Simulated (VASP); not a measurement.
A run of VASP 6.6.1:

Contents of INCAR:

```
SYSTEM = Lu
  PREC = Accurate
  ENCUT = 520
  EDIFF = 1E-6
  ISMEAR = -1
  SIGMA = 0.1
  LREAL = .FALSE.
  LASPH = .TRUE.
  NELM = 80
  ALGO = Normal
  ISIF = 2
  LWAVE = .FALSE.
  LCHARG = .FALSE.
  GGA = PE
  NBANDS = 32
```

The input KPOINTS:

```
regular mesh
0
G
  10 10 6
  0 0 0
```

POSCAR

```
Lu
1.0
    3.5070808964      0.0000000000      0.0000000000
   -1.7535404482      3.0372211494      0.0000000000
    0.0000000000      0.0000000000      5.4772888711
Lu
2
Direct
    0.3333333333      0.6666666667      0.2500000000
    0.6666666667      0.3333333333      0.7500000000
```

Potentials or basis: VASP PAW PBE potentials, release 64 (Lu).

Launch:

```bash
$ cat potpaw_PBE.64/Lu/POTCAR > POTCAR
$ mpirun -np 1 vasp_std > vasp.out
```

Hardware: 1 thread of Intel Xeon 8259CL, with other jobs on the host.

**Question.** Estimate the wall time of this run.

**Answer.** Run time: 100 s on 1 thread of Intel Xeon 8259CL (shared host), peak memory 0.24 GiB. Counts: scf iterations 11, k points 56.
